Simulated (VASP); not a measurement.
# CaO: single point with r2SCAN

Crystal: CaO.

```
Ca O
1.0
     0.00000    2.48317    2.78130
     2.48317    0.00000    2.78130
     2.48317    2.48317    0.00000
Ca O
1 1
Direct
  0.00000 0.00000 0.00000
  0.25000 0.25000 0.25000
```

This cell differs from its parent crystal: epitaxial xy strain -4.7%.

```yaml
Program: VASP 6.6.1
Task: single point
Functional: r2SCAN
Potentials_or_basis: VASP PAW PBE potentials, release 64 (Ca_sv, O)
Cutoff: 520 eV
k_mesh: 8 × 8 × 8
Occupations: gaussian, width 0.01 eV
Spin: no spin polarisation
```

* Pressure: 3.1 GPa
* Band gap on the k mesh: 3.71 eV (least direct gap 4.43 eV)

Stress tensor (GPa, compression positive):
```
4.12 0.00 0.00
0.00 4.12 0.00
0.00 0.00 1.19
```

Levels at points of the mesh, in eV from the valence-band top:
| k point | band 5 | band 6 | band 7 | band 8 | band 9 | band 10 | band 11 | band 12 |
| --- | --- | --- | --- | --- | --- | --- | --- | --- |
| (0.00, 0.00, 0.00) | -15.93 | -0.85 | -0.72 | -0.72 | 3.71 | 8.12 | 9.05 | 9.54 |
| (0.50, 0.00, 0.00) | -15.12 | -1.16 | -0.65 | -0.36 | 6.57 | 8.37 | 8.57 | 8.82 |
| (0.50, 0.50, 0.00) | -14.76 | -1.65 | 0.00 | 0.00 | 5.04 | 6.92 | 9.78 | 10.01 |
| (0.50, 0.00, 0.50) | -14.95 | -1.60 | -0.24 | -0.17 | 5.44 | 7.07 | 9.87 | 9.93 |

It took 5 min on 1 thread of Intel Xeon 8259CL, with other jobs on the host, peak memory 0.19 GiB.

Caveat: the cell differs from its parent crystal (epitaxial xy strain -4.7%); the cell stands under pressure; the PAW data sets were made with another functional, which shifts forces and pressure a little. A k mesh can miss the band edges.
